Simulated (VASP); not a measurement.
MgO: single point with PBEsol

Crystal: MgO.

```
CELL_PARAMETERS angstrom
0.00000 2.00975 2.00975
2.00975 0.00000 2.00975
2.00975 2.00975 0.00000
ATOMIC_POSITIONS crystal
Mg 0.00000 0.00000 0.00000
O 0.50000 0.50000 0.50000
```

```yaml
Program: VASP 6.6.1
Task: single point
Functional: PBEsol
Potentials_or_basis: VASP PAW PBE potentials, release 64 (Mg, O)
Cutoff: 520 eV
k_mesh: 11 × 11 × 11
Occupations: fermi-dirac, width 0.05 eV
Spin: no spin polarisation
```

```yaml
Pressure: 29.8 GPa
Band_gap_on_the_k_mesh: 6.12 eV, direct
```

Levels at points of the mesh, in eV from the valence-band top:
```
           k point  band 1  band 2  band 3  band 4  band 5  band 6  band 7  band 8  band 9
(0.00, 0.00, 0.00)  -18.00    0.00    0.00    0.00    6.12   16.40   16.40   16.40   20.63
```

Wall time 17 s on 1 thread of Intel Xeon 8259CL, on a shared host, peak memory 0.14 GiB.

Caveat: the PAW data sets were made with another functional, which shifts forces and pressure a little. Expect the measured gap to be larger: semilocal functionals such as PBEsol lack the derivative discontinuity.
